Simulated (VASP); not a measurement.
# Sc3Al (P4mm) in VASP: single point with r2SCAN

Aim: the single point of Sc3Al with r2SCAN.

Everything below comes from runs of VASP 6.6.1. Logs are shortened: lines on timing, memory, paths and dates and some standing lists are left out, and cuts for length are marked.

**1. The cell of the first run**

The structure is tetragonal, space group P4mm (No. 99). The conventional cell has a = 4.427 Å, b = 4.427 Å, c = 4.427 Å, α = 90.00°, β = 90.00°, γ = 90.00°. Sc (site symmetry 2mm) has 4 Al at 2.99 to 3.27 Å and 8 Sc at 3.13 Å within 3.9 Å. Sc (site symmetry 4mm) has 8 Sc at 3.13 Å and 4 Al at 3.14 Å within 4.1 Å. Within 3.9 Å of Al (site symmetry 4mm) lie 12 Sc at 2.99 to 3.27 Å.

**2. Single point, r2SCAN (atom 4 (Al) moved -0.200 Å along Cartesian [0 0 1])**

POSCAR reads:

```
Sc3Al
1.0
    4.4269043408      0.0000000000      0.0000000000
    0.0000000000      4.4269043408      0.0000000000
    0.0000000000      0.0000000000      4.4269043408
Sc Al
3 1
Direct
    0.5000000000      0.0000000000      0.5000000000
    0.0000000000      0.5000000000      0.5000000000
    0.5000000000      0.5000000000      0.0000000000
    0.0000000000      0.0000000000     -0.0451782972
```

INCAR.step1 reads:

```
  ALGO = Normal
  EDIFF = 1E-4
  ENCUT = 520
  GGA = PE
  ISMEAR = 0
  LASPH = True
  LCHARG = False
  LREAL = False
  LWAVE = True
  NBANDS = 26
  NELM = 100
  PREC = Accurate
  SIGMA = 0.15
```

INCAR.step2 reads:

```
  ALGO = Normal
  EDIFF = 1E-6
  ENCUT = 520
  ISIF = 2
  ISMEAR = 0
  ISTART = 1
  LASPH = True
  LCHARG = False
  LMIXTAU = True
  LREAL = False
  LWAVE = False
  METAGGA = R2SCAN
  NBANDS = 26
  NELM = 100
  PREC = Accurate
  SIGMA = 0.15
```

KPOINTS reads:

```
k-points
0
Gamma
  12 12 12
```

Potentials or basis: VASP PAW PBE potentials, release 64 (Sc_sv, Al).

Command:

```
cat potpaw_PBE.64/Sc_sv/POTCAR potpaw_PBE.64/Al/POTCAR > POTCAR
cp INCAR.step1 INCAR
mpirun -np 1 vasp_std > vasp.out
cp INCAR.step2 INCAR
mpirun -np 1 vasp_std > vasp.out
```

OUTCAR:

```text
EDIFF = 1E-6
   ENCUT = 520
   ISIF = 2
   ISMEAR = 0
   ISTART = 1
   LASPH = True
   LREAL = False
   METAGGA = R2SCAN
   NELM = 100
   PREC = Accurate

 ion  position               nearest neighbor table
   1  0.500  0.000  0.500-   4 2.99   4 2.99   2 3.13   3 3.13   2 3.13   3 3.13   3 3.13   2 3.13
                             3 3.13   2 3.13   4 3.27   4 3.27
   2  0.000  0.500  0.500-   4 2.99   4 2.99   1 3.13   3 3.13   1 3.13   3 3.13   1 3.13   3 3.13
                             3 3.13   1 3.13   4 3.27   4 3.27
   3  0.500  0.500  0.000-   1 3.13   2 3.13   1 3.13   2 3.13   1 3.13   1 3.13   2 3.13   2 3.13
                             4 3.14   4 3.14   4 3.14   4 3.14
   4  0.000  0.000  0.955-   1 2.99   2 2.99   2 2.99   1 2.99   3 3.14   3 3.14   3 3.14   3 3.14
                             1 3.27   2 3.27   2 3.27   1 3.27

  LATTYP: Found a simple cubic cell.
 ALAT       =     4.4269043408

  Lattice vectors:

 A1 = (   4.4269043408,   0.0000000000,   0.0000000000)
 A2 = (   0.0000000000,   4.4269043408,   0.0000000000)
 A3 = (   0.0000000000,   0.0000000000,   4.4269043408)

Analysis of symmetry for initial positions (statically):
=====================================================================
 Subroutine PRICEL returns:
 Original cell was already a primitive cell.

 Routine SETGRP: Setting up the symmetry group for a
 simple cubic supercell.

 Subroutine GETGRP returns: Found  8 space group operations
 (whereof  8 operations were pure point group operations)
 out of a pool of 48 trial point group operations.

The static configuration has the point symmetry C_4v.

Analysis of symmetry for dynamics (positions and initial velocities):
=====================================================================
 Subroutine PRICEL returns:
 Original cell was already a primitive cell.

 Routine SETGRP: Setting up the symmetry group for a
 simple cubic supercell.

 Subroutine GETGRP returns: Found  8 space group operations
 (whereof  8 operations were pure point group operations)
 out of a pool of 48 trial point group operations.

The dynamic configuration has the point symmetry C_4v.

 Subroutine INISYM returns: Found  8 space group operations
 (whereof  8 operations are pure point group operations),
 and found     1 'primitive' translations

[... 97 lines left out ...]
   NELM   =    100;   NELMIN=  2; NELMDL=  0     # of ELM steps
   EDIFF  = 0.1E-05   stopping-criterion for ELM
   LREAL  =      F    real-space projection
   EDIFFG = 0.1E-04   stopping-criterion for IOM
   NSW    =      0    number of steps for IOM
   IBRION =     -1    ionic relax: 0-MD 1-quasi-New 2-CG
   NFREE  =      0    steps in history (QN), initial steepest desc. (CG)
   ISIF   =      2    stress and relaxation
   ISYM   =      2    0-nonsym 1-usesym 2-fastsym
   POTIM  = 0.5000    time-step for ionic-motion
   TEBEG  =    0.0;   TEEND  =   0.0 temperature during run
   PSTRESS=    0.0 pullay stress
   NELECT =      36.0000    total number of electrons
   NUPDOWN=      -1.0000    fix difference up-down
   EMIN   =  10.00;   EMAX   =-10.00  energy-range for DOS
   EFERMI =   0.00;   METHOD = LEGACY
   ISMEAR =     0;   SIGMA  =   0.15  broadening in eV -4-tet -1-fermi 0-gaus
   EFERMI_NEDOS =   21; number of points for ismear=-14 and -15
   IALGO  =     38    algorithm
   IMIX   =      4    mixing-type and parameters
     AMIX     =   0.40;   BMIX     =  1.00
     AMIX_MAG =   1.60;   BMIX_MAG =  1.00
  volume/ion in A,a.u.               =      21.69       146.36
  Fermi-wavevector in a.u.,A,eV,Ry     =   1.221075  2.307496 20.286602  1.491023
  Thomas-Fermi vector in A             =   2.356270
   LORBIT       =      0    0 simple, 1 ext, 2 COOP (PROOUT), +10 PAW based schemes
   METAGGA = R2SCAN    functional components
   LHFCALC =     F    Hartree Fock is set to
   AEXX    =    0.0000 exact exchange contribution
   IVDW    =     0    specifies the selected vdW correction
   LEPSILON=     F    determine dielectric tensor
   LRPA    =     F    only Hartree local field effects (RPA)
 non-spin polarized calculation
 Gauss-broadening in eV      SIGMA  =   0.15
  energy-cutoff  :      520.00
  volume of cell :       86.76
 maximum number of plane-waves:      2361
 NGX is ok and might be reduce to    36
   NGX = 17   NGY = 17   NGZ = 17

 number of electron      35.9999989 magnetization

 Free energy of the ion-electron system (eV)
  ---------------------------------------------------
  ext. energy  EPLUGINS =         0.00000000
  ---------------------------------------------------
  free energy    TOTEN  =       -41.80595199 eV

  energy without entropy =      -41.74433527  energy(sigma->0) =      -41.77514363

 E-fermi :   4.8303     XC(G=0): -10.8147

 val. band max:        4.8002100216   @ k =   0.0000   0.0000   0.3333
 cond. band min:       4.8352281301   @ k =   0.2500   0.2500   0.3333
 fundamental gap:      0.0350181086
 Fermi energy:         4.8302623702

 k-point     1 :       0.0000    0.0000    0.0000
  band No.  band energies     occupation
      1     -46.7789      2.00000
      2     -46.6818      2.00000
      3     -46.6654      2.00000
      4     -24.6230      2.00000
      5     -24.6163      2.00000
      6     -24.6163      2.00000
[... 685 lines left out ...]
     25       7.6271      0.00000
     26       7.7546      0.00000

 [... further k-points ...]

------------------------ aborting loop because EDIFF is reached ----------------------------------------

  FORCE on cell =-STRESS in cart. coord.  units (eV):
  Direction    XX          YY          ZZ          XY          YZ          ZX
  --------------------------------------------------------------------------------------
  -------------------------------------------------------------------------------------
  Total        0.3719391      0.3719391      0.4168481      0.0000000     -0.0000000      0.0000000
  in kB        6.8688172      6.8688172      7.6981786      0.0000000     -0.0000000      0.0000000
  external PRESSURE =       7.1452710 kB  Pullay stress =       0.0000000 kB

 VOLUME and BASIS-vectors are now :
 -----------------------------------------------------------------------------
  energy-cutoff  :      520.00
  volume of cell :       86.76
      direct lattice vectors                 reciprocal lattice vectors
     4.426904341  0.000000000  0.000000000     0.225891486  0.000000000  0.000000000
     0.000000000  4.426904341  0.000000000     0.000000000  0.225891486  0.000000000
     0.000000000  0.000000000  4.426904341     0.000000000  0.000000000  0.225891486

 POSITION                                       TOTAL-FORCE (eV/Angst)
 -----------------------------------------------------------------------------------
      2.21345      0.00000      2.21345         0.000000      0.000000     -0.274255
      0.00000      2.21345      2.21345        -0.000000     -0.000000     -0.274255
      2.21345      2.21345      0.00000        -0.000000     -0.000000     -0.346162
      0.00000      0.00000      4.22690        -0.000000      0.000000      0.894672
 -----------------------------------------------------------------------------------
    total drift:                                0.000000      0.000000      0.001032

  FREE ENERGIE OF THE ION-ELECTRON SYSTEM (eV)
  ---------------------------------------------------
  free  energy   TOTEN  =       -41.8059519907 eV

  energy  without entropy=      -41.7443352719  energy(sigma->0) =      -41.77514363
```

It took 40 min on 1 thread of Intel Xeon 8259CL, shared host; peak memory 0.48 GiB.

What came out:

```yaml
Free_energy: -41.8060 eV
Pressure: 0.7 GPa
Largest_force: 0.895 eV/Å
Band_gap_on_the_k_mesh: zero (bands 18 and 19 overlap by 1.48 eV)
```

Forces on the atoms (eV/Å):
```
Sc   0.000  0.000 -0.274
Sc   0.000  0.000 -0.274
Sc   0.000  0.000 -0.346
Al   0.000  0.000  0.895
```

Caveat: the cell differs from its parent crystal (atom 4 (Al) moved -0.200 Å along Cartesian [0 0 1]); the PAW data sets were made with another functional, which shifts forces and pressure a little.

The gap in the log of VASP goes by the Fermi energy; the results here count the filled bands.